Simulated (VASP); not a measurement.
Input of a VASP 6.6.1 run:

The input INCAR:

```
SYSTEM = Mg
PREC = Accurate ; ENCUT = 520
EDIFF = 1E-7 ; ISMEAR = 0
SIGMA = 0.1 ; LREAL = .FALSE.
LASPH = .TRUE. ; NELM = 100
ALGO = Normal ; ISIF = 2
LWAVE = .FALSE. ; LCHARG = .TRUE.
GGA = PE ; LELF = .TRUE.
LVHAR = .TRUE. ; NBANDS = 9
```

Contents of KPOINTS:

```
Automatic mesh
0
G
  12 12 4
  0 0 0
```

File POSCAR:

```
Mg
1.0
    3.1005568327      0.0000000000      0.0000000000
   -1.5502784163      2.6851609830      0.0000000000
    0.0000000000      0.0000000000     10.0696287484
Mg
2
Direct
    0.3333333333      0.6666666667      0.8657291574
    0.6666666667      0.3333333333      0.1342708426
```

Potentials or basis: VASP PAW PBE potentials, release 64 (Mg).

Command:

```console
$ cat potpaw_PBE.64/Mg/POTCAR > POTCAR
$ mpirun -np 1 vasp_std > vasp.out
```

(1) Predict the pressure.

(2) Predict the band gap on the k mesh.

Results:

(1) -0.1 GPa.

(2) zero (band 2 reaches 0.38 eV, above the bottom of band 3 at -1.07 eV).
